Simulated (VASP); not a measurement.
# Ti (P6_3/mmc) in VASP: single point with PBEsol

Aim: the single point of Ti with PBEsol.

All numbers are computed with VASP 6.6.1; they aren't measurements. Logs are shortened: lines on timing, memory, paths and dates and some standing lists are left out, and cuts for length are marked.

### 1 The cell of the first run

The structure is hexagonal, space group P6_3/mmc (No. 194). The conventional cell has a = 2.901 Å, b = 2.901 Å, c = 4.593 Å, α = 90.00°, β = 90.00°, γ = 120.00°. Ti (site symmetry -6m2) has 12 Ti at 2.84 to 2.90 Å within 3.7 Å.

### 2 Single point, PBEsol, collinear spin

Contents of INCAR:

```
  PREC = Accurate
  ENCUT = 520
  EDIFF = 1E-7
  ISMEAR = -1
  SIGMA = 0.05
  LREAL = F
  LASPH = T
  NELM = 150
  ALGO = Normal
  ISIF = 2
  LWAVE = F
  LCHARG = T
  ISPIN = 2
  MAGMOM = 1 1
  LORBIT = 11
  LMAXMIX = 4
  GGA = PS
  LELF = T
  LVHAR = T
  NBANDS = 23
```

Contents of KPOINTS:

```
regular mesh
0
Gamma
  20 20 11
```

Contents of POSCAR:

```
Ti
1.0
    2.9006741627      0.0000000000      0.0000000000
   -1.4503370813      2.5120575130      0.0000000000
    0.0000000000      0.0000000000      4.5927264989
Ti
2
Direct
    0.3333333333      0.6666666667      0.2500000000
    0.6666666667      0.3333333333      0.7500000000
```

Potentials or basis: VASP PAW PBE potentials, release 64 (Ti_sv).

On the command line:

```console
$ cat potpaw_PBE.64/Ti_sv/POTCAR > POTCAR
$ mpirun -np 1 vasp_std > vasp.out
```

OUTCAR:

```text
PREC = Accurate
   ENCUT = 520
   EDIFF = 1E-7
   ISMEAR = -1
   LREAL = F
   LASPH = T
   NELM = 150
   ISIF = 2
   ISPIN = 2
   LORBIT = 11
   GGA = PS

 ion  position               nearest neighbor table
   1  0.333  0.667  0.250-   2 2.84   2 2.84   2 2.84   2 2.84   2 2.84   2 2.84
   2  0.667  0.333  0.750-   1 2.84   1 2.84   1 2.84   1 2.84   1 2.84   1 2.84

  LATTYP: Found a hexagonal cell.
 ALAT       =     2.9006741627
 C/A-ratio  =     1.5833307160

  Lattice vectors:

 A1 = (   2.9006741627,   0.0000000000,   0.0000000000)
 A2 = (  -1.4503370813,   2.5120575130,   0.0000000000)
 A3 = (   0.0000000000,   0.0000000000,   4.5927264989)

Analysis of symmetry for initial positions (statically):
=====================================================================
 Subroutine PRICEL returns:
 Original cell was already a primitive cell.

 Routine SETGRP: Setting up the symmetry group for a
 hexagonal supercell.

 Subroutine GETGRP returns: Found 24 space group operations
 (whereof 12 operations were pure point group operations)
 out of a pool of 24 trial point group operations.

The static configuration has the point symmetry D_3d.
 The point group associated with its full space group is D_6h.

Analysis of symmetry for dynamics (positions and initial velocities):
=====================================================================
 Subroutine PRICEL returns:
 Original cell was already a primitive cell.

 Routine SETGRP: Setting up the symmetry group for a
 hexagonal supercell.

 Subroutine GETGRP returns: Found 24 space group operations
 (whereof 12 operations were pure point group operations)
 out of a pool of 24 trial point group operations.

The dynamic configuration has the point symmetry D_3d.
 The point group associated with its full space group is D_6h.

Analysis of structural, dynamic, and magnetic symmetry:
=====================================================================
 Subroutine PRICEL returns:
 Original cell was already a primitive cell.

 Routine SETGRP: Setting up the symmetry group for a
 hexagonal supercell.

 Subroutine GETGRP returns: Found 24 space group operations
 (whereof 12 operations were pure point group operations)
 out of a pool of 24 trial point group operations.

The overall configuration has the point symmetry D_3d.
 The point group associated with its full space group is D_6h.

 Subroutine INISYM returns: Found 24 space group operations
 (whereof 12 operations are pure point group operations),
 and found     1 'primitive' translations

----------------------------------------------------------------------------------------

                                     Primitive cell

  volume of cell :      33.4656

  direct lattice vectors                    reciprocal lattice vectors
     2.900674163  0.000000000  0.000000000     0.344747443  0.199040029  0.000000000
    -1.450337081  2.512057513  0.000000000     0.000000000  0.398080058  0.000000000
     0.000000000  0.000000000  4.592726499     0.000000000  0.000000000  0.217735587

  length of vectors
     2.900674163  2.900674163  4.592726499     0.398080058  0.398080058  0.217735587

  position of ions in fractional coordinates (direct lattice)
     0.333333333  0.666666667  0.250000000
     0.666666667  0.333333333  0.750000000

  ion indices of the primitive-cell ions
   primitive index   ion index
                 1           1
                 2           2

----------------------------------------------------------------------------------------

 KPOINTS: regular mesh

Automatic generation of k-mesh.
 Grid dimensions read from file:
 generate k-points for:   20   20   11

 Generating k-lattice:

  Cartesian coordinates                     Fractional coordinates (reciprocal lattice)
     0.017237372  0.009952001  0.000000000     0.050000000  0.000000000  0.000000000
     0.000000000  0.019904003  0.000000000     0.000000000  0.050000000  0.000000000
     0.000000000  0.000000000  0.019794144     0.000000000  0.000000000  0.090909091

  Length of vectors
     0.019904003  0.019904003  0.019794144

  Shift w.r.t. Gamma in fractional coordinates (k-lattice)
     0.000000000  0.000000000  0.000000000

 Subroutine IBZKPT returns following result:
 ===========================================

 Found    264 irreducible k-points:

 Following reciprocal coordinates:
            Coordinates               Weight
  0.000000  0.000000  0.000000      1.000000
  0.050000 -0.000000  0.000000      6.000000
  0.100000  0.000000  0.000000      6.000000
  0.150000  0.000000  0.000000      6.000000
  0.200000  0.000000  0.000000      6.000000
  0.250000  0.000000  0.000000      6.000000
[... 16 lines left out ...]
  0.200000  0.100000  0.000000     12.000000
  0.250000  0.100000  0.000000     12.000000
 [... further k-points ...]
   k-points           NKPTS =    264   k-points in BZ     NKDIM =    264   number of bands    NBANDS=     23
   number of dos      NEDOS =    301   number of ions     NIONS =      2
   total plane-waves  NPLWV =  20736
   dimension x,y,z NGX =    24 NGY =   24 NGZ =   36
   dimension x,y,z NGXF=    48 NGYF=   48 NGZF=   72
   ions per type =               2
   NGX,Y,Z   is equivalent  to a cutoff of  13.76, 13.76, 13.03 a.u.
   NGXF,Y,Z  is equivalent  to a cutoff of  27.51, 27.51, 26.06 a.u.
 SYSTEM =  unknown system
   PREC   = accura    normal or accurate (medium, high low for compatibility)
   ISTART =      0    job   : 0-new  1-cont  2-samecut
   ICHARG =      2    charge: 1-file 2-atom 10-const
   ISPIN  =      2    spin polarized calculation?
   LNONCOLLINEAR =      F non collinear calculations
   LSORBIT =      F    spin-orbit coupling
   LASPH  =      T    aspherical Exc in radial PAW
   ENCUT  =  520.0 eV  38.22 Ry    6.18 a.u.   5.39  5.39  8.54*2*pi/ulx,y,z
   NELM   =    150;   NELMIN=  2; NELMDL= -5     # of ELM steps
   EDIFF  = 0.1E-06   stopping-criterion for ELM
   LREAL  =      F    real-space projection
   EDIFFG = 0.1E-05   stopping-criterion for IOM
   NSW    =      0    number of steps for IOM
   IBRION =     -1    ionic relax: 0-MD 1-quasi-New 2-CG
   NFREE  =      0    steps in history (QN), initial steepest desc. (CG)
   ISIF   =      2    stress and relaxation
   ISYM   =      2    0-nonsym 1-usesym 2-fastsym
   POTIM  = 0.5000    time-step for ionic-motion
   TEBEG  =    0.0;   TEEND  =   0.0 temperature during run
   PSTRESS=    0.0 pullay stress
   NELECT =      24.0000    total number of electrons
   NUPDOWN=      -1.0000    fix difference up-down
   EMIN   =  10.00;   EMAX   =-10.00  energy-range for DOS
   EFERMI =   0.00;   METHOD = LEGACY
   ISMEAR =    -1;   SIGMA  =   0.05  broadening in eV -4-tet -1-fermi 0-gaus
   EFERMI_NEDOS =   21; number of points for ismear=-14 and -15
   IALGO  =     38    algorithm
   IMIX   =      4    mixing-type and parameters
     AMIX     =   0.40;   BMIX     =  1.00
     AMIX_MAG =   1.60;   BMIX_MAG =  1.00
  volume/ion in A,a.u.               =      16.73       112.92
  Fermi-wavevector in a.u.,A,eV,Ry     =   1.465364  2.769137 29.215680  2.147292
  Thomas-Fermi vector in A             =   2.581230
   LORBIT       =     11    0 simple, 1 ext, 2 COOP (PROOUT), +10 PAW based schemes
   GGA     = PS    functional components
   LHFCALC =     F    Hartree Fock is set to
   AEXX    =    0.0000 exact exchange contribution
   IVDW    =     0    specifies the selected vdW correction
   LEPSILON=     F    determine dielectric tensor
   LRPA    =     F    only Hartree local field effects (RPA)
 spin polarized calculation
  energy-cutoff  :      520.00
  volume of cell :       33.47
 maximum number of plane-waves:       929
 NGX is ok and might be reduce to    24
   NGX = 11   NGY = 11   NGZ = 17

 number of electron      23.9999999 magnetization       0.0018321

 number of electron      23.9999999 magnetization      -0.0000033

 Free energy of the ion-electron system (eV)
  ---------------------------------------------------
  ext. energy  EPLUGINS =         0.00000000
  ---------------------------------------------------
  free energy    TOTEN  =       -16.68713962 eV

  energy without entropy =      -16.67029594  energy(sigma->0) =      -16.67871778

 E-fermi :   8.6118     XC(G=0): -11.8146

 val. band max:        8.6103101258   @ k =   0.0000   0.0000   0.3636
 cond. band min:       8.6135036812   @ k =   0.3500   0.3000   0.2727
 fundamental gap:      0.0031935554
 Fermi energy:         8.6118198046

 spin component 1

 k-point     1 :       0.0000    0.0000    0.0000
  band No.  band energies     occupation
      1     -47.9592      1.00000
      2     -47.7967      1.00000
      3     -24.6973      1.00000
      4     -23.9660      1.00000
      5     -23.9660      1.00000
      6     -23.8863      1.00000
[... 15 lines left out ...]
     22      23.4274      0.00000
     23      26.1709      0.00000
[... 575 lines left out ...]
      1     -47.8694      1.00000
      2     -47.7691      1.00000
      3     -24.4883      1.00000
      4     -24.3147      1.00000
      5     -24.2261      1.00000
      6     -24.0772      1.00000
[... 15 lines left out ...]
     22      19.0704      0.00000
     23      21.0528      0.00000

 [... further k-points ...]

 spin component 2

 k-point     1 :       0.0000    0.0000    0.0000
  band No.  band energies     occupation
      1     -47.9592      1.00000
      2     -47.7967      1.00000
      3     -24.6973      1.00000
      4     -23.9660      1.00000
      5     -23.9660      1.00000
      6     -23.8863      1.00000
[... 15 lines left out ...]
     22      23.4274      0.00000
     23      26.1681      0.00000
[... 575 lines left out ...]
      1     -47.8694      1.00000
      2     -47.7691      1.00000
      3     -24.4883      1.00000
      4     -24.3147      1.00000
      5     -24.2261      1.00000
      6     -24.0772      1.00000
[... 15 lines left out ...]
     22      19.0704      0.00000
     23      21.0528      0.00000

 [... further k-points ...]
[... 5 lines left out ...]
  --------------------------------------------------------------------------------------
  -------------------------------------------------------------------------------------
  Total       -0.0670646     -0.0670646     -0.0822252     -0.0000000      0.0000000      0.0000000
  in kB       -3.2107385     -3.2107385     -3.9365576     -0.0000000      0.0000000      0.0000000
  external PRESSURE =      -3.4526782 kB  Pullay stress =       0.0000000 kB

 VOLUME and BASIS-vectors are now :
 -----------------------------------------------------------------------------
  energy-cutoff  :      520.00
  volume of cell :       33.47
      direct lattice vectors                 reciprocal lattice vectors
     2.900674163  0.000000000  0.000000000     0.344747443  0.199040029  0.000000000
    -1.450337081  2.512057513  0.000000000     0.000000000  0.398080058  0.000000000
     0.000000000  0.000000000  4.592726499     0.000000000  0.000000000  0.217735587

 POSITION                                       TOTAL-FORCE (eV/Angst)
 -----------------------------------------------------------------------------------
     -0.00000      1.67471      1.14818        -0.000000      0.000000      0.000000
      1.45034      0.83735      3.44454         0.000000     -0.000000      0.000000
 -----------------------------------------------------------------------------------
    total drift:                               -0.000000      0.000000     -0.000000

  FREE ENERGIE OF THE ION-ELECTRON SYSTEM (eV)
  ---------------------------------------------------
  free  energy   TOTEN  =       -16.6871396150 eV

  energy  without entropy=      -16.6702959364  energy(sigma->0) =      -16.67871778

 total charge

# of ion       s       p       d       tot
------------------------------------------
    1        2.259   6.129   1.911  10.299
    2        2.259   6.129   1.911  10.299
--------------------------------------------------
tot          4.518  12.258   3.821  20.597

 magnetization (x)

# of ion       s       p       d       tot
------------------------------------------
    1       -0.000  -0.000  -0.000  -0.000
    2       -0.000  -0.000  -0.000  -0.000
--------------------------------------------------
tot         -0.000  -0.000  -0.000  -0.000
```

Wall time 3.5 min (1 thread of AMD EPYC 9R45 (Zen 5), shared host); peak memory 0.35 GiB.

Results:

```yaml
Free_energy: -16.6871 eV
Pressure: -0.3 GPa
Band_gap_on_the_k_mesh: zero (filled and empty bands overlap)
Net_moment: 0.00 μB per cell
Valence_electrons_inside_the_program's_atomic_spheres: Ti 10.30
```

Levels at points of the mesh, in eV from the Fermi level:
Spin up:
```tsv
k point	band 10	band 11	band 12	band 13	band 14	band 15
(0.00, 0.00, 0.00)	-2.79	0.79	0.79	0.89	0.92	1.32
(0.50, 0.00, 0.00)	-2.28	-1.95	-0.59	0.47	0.65	1.23
```
Spin down:
```tsv
k point	band 9	band 10	band 11	band 12	band 13	band 14	band 15	band 16
(0.00, 0.00, 0.00)	-6.30	-2.79	0.79	0.79	0.89	0.92	1.32	1.32
(0.50, 0.00, 0.00)	-2.40	-2.28	-1.95	-0.59	0.47	0.65	1.23	3.51
```

Caveat: the PAW data sets were made with another functional, which shifts forces and pressure a little.
